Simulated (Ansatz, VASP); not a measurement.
# LaAl2SnRu2 in VASP and in Ansatz

```xyz
6
Lattice="4.5502 0.0000 0.0000 0.0000 4.5502 0.0000 0.0000 0.0000 6.1181" Properties=species:S:1:pos:R:3 pbc="T T T"
La    0.0000    0.0000    3.0591
Sn    0.0000    0.0000    0.0000
Al    2.2751    2.2751    1.5522
Al    2.2751    2.2751    4.5659
Ru    0.0000    2.2751    0.0000
Ru    2.2751    0.0000    0.0000
```

Alike in both runs: task single point; functional r2SCAN; k mesh 4 × 4 × 3; no spin polarisation.

```csv
,VASP,Ansatz
version,VASP 6.6.1,Ansatz 0.2.0
potentials or method,"VASP PAW PBE potentials, release 64 (La, Sn_d, Al, Ru_pv), cutoff 520 eV",PAW plane waves
occupations,"fermi-dirac, width 0.1 eV",fermi-dirac
valence electrons in the cell,59,63
```

```tsv
	VASP	Ansatz	Ansatz less VASP
gap on the k mesh at the Fermi level (eV)	none	none	-
pressure (GPa)	11.0	10.5	-0.44
traceless stress, the component that is largest in VASP (GPa)	-14.17	-13.69	+0.473
rms of the force components (eV/Å)	0.211	0.216	+0.0051
```

VASP's potentials were made for PBE, not for r2SCAN. Atom by atom the forces differ by 0.005 eV/Å (rms over components). A gap of «none» marks a metal or a gap that the smearing closes. VASP's potentials hold 59 valence electrons a cell and Ansatz's 63, so a difference there can come from the potentials and not from the codes.

Neither program's run includes spin-orbit coupling.
